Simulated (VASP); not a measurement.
Input of a VASP 6.6.1 run:

File INCAR:

```
PREC     = Accurate       # precision mode
ENCUT    = 520            # plane-wave cutoff, eV
EDIFF    = 1E-6           # SCF threshold, eV
ISMEAR   = -1             # smearing method
SIGMA    = 0.02           # smearing width, eV
LREAL    = F              # projectors in reciprocal space
LASPH    = T              # aspherical terms in the spheres
NELM     = 150            # most SCF steps
ALGO     = Normal         # electronic algorithm
ISIF     = 2              # what is computed and relaxed
LWAVE    = F              # write WAVECAR
LCHARG   = T              # write CHGCAR
ISPIN    = 2              # spin polarisation
MAGMOM   = 0 0            # initial moments
LORBIT   = 11             # projections on sites
GGA      = PE             # functional
LELF     = T              # ELF
LVHAR    = T            
NBANDS   = 15             # bands
```

KPOINTS

```
regular mesh
0
Gamma
  8 8 8
```

File POSCAR:

```
SiC
1.0
    0.0000000000      2.0138687949      2.0138687949
    2.0138687949      0.0000000000      2.0138687949
    2.0138687949      2.0138687949      0.0000000000
Si C
1 1
Direct
    0.0000000000      0.0000000000      0.0000000000
    0.5000000000      0.5000000000      0.5000000000
```

Potentials or basis: VASP PAW PBE potentials, release 64 (Si, C).

The run is started by

```bash
$ cat potpaw_PBE.64/Si/POTCAR potpaw_PBE.64/C/POTCAR > POTCAR
$ mpirun -np 1 vasp_std > vasp.out
```

Predict the net moment.

0.00 μB per cell.

Estimate the pressure.

6.3 GPa.

Predict the band gap on the k mesh.

zero (filled and empty bands overlap).

Caveat: the cell stands under pressure.
